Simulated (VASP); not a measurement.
# H4C in VASP: a series of runs

Runs on H4C. Level: r2SCAN+D3(BJ). Tasks: single point.

All numbers are computed with VASP 6.6.1; they aren't measurements. Logs are shortened: lines on timing, memory, paths and dates and some standing lists are left out, and cuts for length are marked.

## Step 1: The cell of the first run

The cell holds a disordered packing, 30 atoms: a = 7.891 Å, b = 7.891 Å, c = 7.891 Å, α = 90.00°, β = 90.00°, γ = 90.00°.

## Step 2: Single point, r2SCAN+D3(BJ)

The input, POSCAR:

```
H4C
1.0
    7.8912360000      0.0000000000      0.0000000000
    0.0000000000      7.8912360000      0.0000000000
    0.0000000000      0.0000000000      7.8912360000
C H
6 24
Direct
    0.5416898880      0.3686930445      0.9616196037
    0.7331706176      0.1108456971      0.3770978356
    0.2369212871      0.9917384071      0.0797759674
    0.9442921367      0.3977586760      0.1314288295
    0.3268102878      0.2289063915      0.6272136961
    0.9080232577      0.7353922196      0.3843261556
    0.5699453729      0.2811752207      0.8601338747
    0.4096259159      0.4084982575      0.9530391569
    0.6229450210      0.4784209247      0.9488595969
    0.5620577603      0.3051062005      1.0815919620
    0.6970870678      0.2346317898      0.4263156946
    0.7204500891      0.0152076192      0.4751125817
    0.8640789281      0.1142360118      0.3336137447
    0.6517541922      0.0777086919      0.2707619879
    0.1281766922      0.9694831851     -0.0018499373
    0.2009977338      0.9705802489      0.2110605206
    0.2800341538      1.1215373544      0.0644282392
    0.3386804532      0.9054986491      0.0452327018
    1.0058487625      0.4072790475      0.2541091316
    0.8217898408      0.3392073158      0.1486858032
    1.0211786103      0.3203978094      0.0473039069
    0.9264740921      0.5236853511      0.0784234137
    0.2214269354      0.1609425353      0.5696410300
    0.2976398832      0.2503648058      0.7592901847
    0.3482356400      0.3516605349      0.5661063525
    0.4438948148      0.1550325944      0.6191774688
    0.8424174989      0.7873132158      0.2749298357
    0.8209838720      0.6550055544      0.4550845214
    0.9527093657      0.8378864137      0.4640546335
    1.0148062291      0.6613243325      0.3416546065
```

The input, INCAR.step1:

```
PREC = Accurate
ENCUT = 520
ISMEAR = -1
SIGMA = 0.02
LREAL = Auto
LASPH = True
NELM = 100
NBANDS = 45
GGA = PE
ALGO = Normal
EDIFF = 1E-4
LWAVE = True
LCHARG = False
```

The input, INCAR.step2:

```
PREC = Accurate
ENCUT = 520
EDIFF = 1E-6
ISMEAR = -1
SIGMA = 0.02
LREAL = Auto
LASPH = True
NELM = 100
ALGO = Normal
ISIF = 2
LWAVE = False
LCHARG = False
METAGGA = R2SCAN
LMIXTAU = True
IVDW = 12
VDW_S6 = 1.0
VDW_S8 = 0.78981345
VDW_A1 = 0.49484001
VDW_A2 = 5.73083694
NBANDS = 45
ISTART = 1
```

The input, KPOINTS:

```
Automatic mesh
0
Gamma
  1 1 1
```

Potentials or basis: VASP PAW PBE potentials, release 64 (C, H).

Launch:

```bash
> cat potpaw_PBE.64/C/POTCAR potpaw_PBE.64/H/POTCAR > POTCAR
> cp INCAR.step1 INCAR
> mpirun -np 1 vasp_gam > vasp.out
> cp INCAR.step2 INCAR
> mpirun -np 1 vasp_gam > vasp.out
```

OUTCAR:

```text
PREC = Accurate
   ENCUT = 520
   EDIFF = 1E-6
   ISMEAR = -1
   LREAL = Auto
   LASPH = True
   NELM = 100
   ISIF = 2
   METAGGA = R2SCAN
   IVDW = 12
   ISTART = 1
 IVDW          = 12

 ion  position               nearest neighbor table
   1  0.542  0.369  0.962-   7 1.08   9 1.08  10 1.08   8 1.09
   2  0.733  0.111  0.377-  12 1.09  14 1.09  13 1.09  11 1.09
   3  0.237  0.992  0.080-  17 1.09  16 1.09  15 1.09  18 1.09
   4  0.944  0.398  0.131-  20 1.08  19 1.09  21 1.09  22 1.09
   5  0.327  0.229  0.627-  24 1.08  23 1.09  26 1.09  25 1.10
   6  0.908  0.735  0.384-  30 1.08  29 1.08  27 1.09  28 1.09
   7  0.570  0.281  0.860-   1 1.08
   8  0.410  0.408  0.953-   1 1.09
   9  0.623  0.478  0.949-   1 1.08
  10  0.562  0.305  0.082-   1 1.08
  11  0.697  0.235  0.426-   2 1.09
  12  0.720  0.015  0.475-   2 1.09
[... 16 lines left out ...]
  29  0.953  0.838  0.464-   6 1.08
  30  0.015  0.661  0.342-   6 1.08

  LATTYP: Found a simple cubic cell.
 ALAT       =     7.8912360000

  Lattice vectors:

 A1 = (   7.8912360000,   0.0000000000,   0.0000000000)
 A2 = (   0.0000000000,   7.8912360000,   0.0000000000)
 A3 = (   0.0000000000,   0.0000000000,   7.8912360000)

Analysis of symmetry for initial positions (statically):
=====================================================================
 Subroutine PRICEL returns:
 Original cell was already a primitive cell.

 Routine SETGRP: Setting up the symmetry group for a
 simple cubic supercell.

 Subroutine GETGRP returns: Found  1 space group operations
 (whereof  1 operations were pure point group operations)
 out of a pool of 48 trial point group operations.

The static configuration has the point symmetry C_1 .

Analysis of symmetry for dynamics (positions and initial velocities):
=====================================================================
 Subroutine PRICEL returns:
 Original cell was already a primitive cell.

 Routine SETGRP: Setting up the symmetry group for a
 simple cubic supercell.

 Subroutine GETGRP returns: Found  1 space group operations
 (whereof  1 operations were pure point group operations)
 out of a pool of 48 trial point group operations.

The dynamic configuration has the point symmetry C_1 .

 Subroutine INISYM returns: Found  1 space group operations
 (whereof  1 operations are pure point group operations),
 and found     1 'primitive' translations

----------------------------------------------------------------------------------------

                                     Primitive cell

  volume of cell :     491.3999

  direct lattice vectors                    reciprocal lattice vectors
     7.891236000  0.000000000  0.000000000     0.126722861  0.000000000  0.000000000
     0.000000000  7.891236000  0.000000000     0.000000000  0.126722861  0.000000000
     0.000000000  0.000000000  7.891236000     0.000000000  0.000000000  0.126722861

  length of vectors
     7.891236000  7.891236000  7.891236000     0.126722861  0.126722861  0.126722861

  position of ions in fractional coordinates (direct lattice)
     0.541689888  0.368693044  0.961619604
     0.733170618  0.110845697  0.377097836
     0.236921287  0.991738407  0.079775967
     0.944292137  0.397758676  0.131428830
     0.326810288  0.228906391  0.627213696
     0.908023258  0.735392220  0.384326156
[... 22 lines left out ...]
     0.952709366  0.837886414  0.464054633
     0.014806229  0.661324333  0.341654607

  ion indices of the primitive-cell ions
   primitive index   ion index
                 1           1
                 2           2
                 3           3
                 4           4
                 5           5
                 6           6
[... 22 lines left out ...]
                29          29
                30          30

----------------------------------------------------------------------------------------

 KPOINTS: Automatic mesh

Automatic generation of k-mesh.
 Grid dimensions read from file:
 generate k-points for:    1    1    1

 Generating k-lattice:

[... 41 lines left out ...]
   TEBEG  =    0.0;   TEEND  =   0.0 temperature during run
   PSTRESS=    0.0 pullay stress
   NELECT =      48.0000    total number of electrons
   NUPDOWN=      -1.0000    fix difference up-down
   EMIN   =  10.00;   EMAX   =-10.00  energy-range for DOS
   EFERMI =   0.00;   METHOD = LEGACY
   ISMEAR =    -1;   SIGMA  =   0.02  broadening in eV -4-tet -1-fermi 0-gaus
   EFERMI_NEDOS =   21; number of points for ismear=-14 and -15
   IALGO  =     38    algorithm
   IMIX   =      4    mixing-type and parameters
     AMIX     =   0.40;   BMIX     =  1.00
     AMIX_MAG =   1.60;   BMIX_MAG =  1.00
  volume/ion in A,a.u.               =      16.38       110.54
  Fermi-wavevector in a.u.,A,eV,Ry     =   0.753952  1.424762  7.734140  0.568443
  Thomas-Fermi vector in A             =   1.851508
   LORBIT       =      0    0 simple, 1 ext, 2 COOP (PROOUT), +10 PAW based schemes
   METAGGA = R2SCAN    functional components
   LHFCALC =     F    Hartree Fock is set to
   AEXX    =    0.0000 exact exchange contribution
   IVDW    =    12    specifies the selected vdW correction
   LEPSILON=     F    determine dielectric tensor
   LRPA    =     F    only Hartree local field effects (RPA)
 non-spin polarized calculation
  energy-cutoff  :      520.00
  volume of cell :      491.40
 maximum number of plane-waves:      6603
 NGX is ok and might be reduce to    60
   NGX = 29   NGY = 29   NGZ = 29

 number of electron      48.0000005 magnetization

 Free energy of the ion-electron system (eV)
  ---------------------------------------------------
  ext. energy  EPLUGINS =         0.00000000
  ---------------------------------------------------
  free energy    TOTEN  =      -149.74827936 eV

  energy without entropy =     -149.74827936  energy(sigma->0) =     -149.74827936

 E-fermi :  -6.9089     XC(G=0):  -4.3636

 val. band max:       -7.4210568824   @ k =   0.0000   0.0000   0.0000
 cond. band min:       0.5553455835   @ k =   0.0000   0.0000   0.0000
 fundamental gap:      7.9764024660
 Fermi energy:        -6.9088601984

 k-point     1 :       0.0000    0.0000    0.0000
  band No.  band energies     occupation
      1     -16.8053      2.00000
      2     -16.6062      2.00000
      3     -16.4589      2.00000
      4     -16.3779      2.00000
      5     -16.3066      2.00000
      6     -16.2249      2.00000
[... 28 lines left out ...]
     35       4.1512      0.00000
     36       4.2674      0.00000
 [bands above 36 left out]

------------------------ aborting loop because EDIFF is reached ----------------------------------------

 Edisp (eV)   -0.30226

 E8    (eV) :    -0.0452

  FORCE on cell =-STRESS in cart. coord.  units (eV):
  Direction    XX          YY          ZZ          XY          YZ          ZX
  --------------------------------------------------------------------------------------
  -------------------------------------------------------------------------------------
  Total       0.65872     1.43992     1.41879     0.05272     0.69272     0.61846
  in kB       2.14771     4.69478     4.62586     0.17189     2.25858     2.01645
  external pressure =        3.82 kB  Pullay stress =        0.00 kB

 VOLUME and BASIS-vectors are now :
 -----------------------------------------------------------------------------
  energy-cutoff  :      520.00
  volume of cell :      491.40
      direct lattice vectors                 reciprocal lattice vectors
     7.891236000  0.000000000  0.000000000     0.126722861  0.000000000  0.000000000
     0.000000000  7.891236000  0.000000000     0.000000000  0.126722861  0.000000000
     0.000000000  0.000000000  7.891236000     0.000000000  0.000000000  0.126722861

 POSITION                                       TOTAL-FORCE (eV/Angst)
 -----------------------------------------------------------------------------------
      4.27460      2.90944      7.58837        -0.290063      0.101045     -0.009287
      5.78562      0.87471      2.97577         0.022043      0.071699      0.002414
      1.86960      7.82604      0.62953         0.002305     -0.018584      0.005850
      7.45163      3.13881      1.03714         0.095610      0.000057     -0.028766
      2.57894      1.80635      4.94949         0.169429      0.020943     -0.122473
      7.16543      5.80315      3.03281        -0.069930      0.009003      0.046033
[... 22 lines left out ...]
      7.51805      6.61196      3.66196         0.009762      0.087422      0.096818
      0.11684      5.21867      2.69608         0.183654     -0.112754     -0.018839
 -----------------------------------------------------------------------------------
    total drift:                               -0.001015     -0.012533     -0.002105

  FREE ENERGIE OF THE ION-ELECTRON SYSTEM (eV)
  ---------------------------------------------------
  free  energy   TOTEN  =      -150.0505437913 eV

  energy  without entropy=     -150.0505437913  energy(sigma->0) =     -150.05054379
```

Wall time 3.1 min (1 thread of AMD EPYC 7R13 (Zen 3), shared host); peak memory 0.49 GiB.

Results:

```
Free energy                : -150.0505 eV
Pressure                   : 0.4 GPa
Largest force              : 0.307 eV/Å
Dispersion energy per atom : -0.010 eV
```

Forces on the atoms (eV/Å):
```
C   -0.290  0.101 -0.009
C    0.022  0.072  0.002
C    0.002 -0.019  0.006
C    0.096  0.000 -0.029
C    0.169  0.021 -0.122
C   -0.070  0.009  0.046
H    0.025 -0.146 -0.164
H    0.080 -0.014 -0.017
H    0.139  0.157  0.138
H    0.054  0.065  0.184
H   -0.003  0.004 -0.015
H   -0.072  0.001  0.086
H   -0.043  0.004  0.057
H   -0.058 -0.007 -0.015
H   -0.061 -0.012 -0.040
H   -0.022 -0.022  0.071
H    0.034  0.086 -0.002
H    0.047 -0.053 -0.015
H    0.099 -0.019  0.020
H   -0.074 -0.060 -0.023
H    0.022 -0.027 -0.092
H    0.093  0.026 -0.046
H    0.082  0.041 -0.192
H   -0.091 -0.002  0.154
H   -0.149 -0.188 -0.014
H   -0.248 -0.009 -0.046
H    0.002  0.043 -0.040
H    0.020 -0.028  0.039
H    0.010  0.087  0.097
H    0.184 -0.113 -0.019
```

Stress tensor (GPa, compression positive):
```
0.21 0.02 0.20
0.02 0.47 0.23
0.20 0.23 0.46
```

Caveat: the k points lie up to 0.80 Å⁻¹ apart; the PAW data sets were made with another functional, which shifts forces and pressure a little.

(Continued in part 2 of 2.)
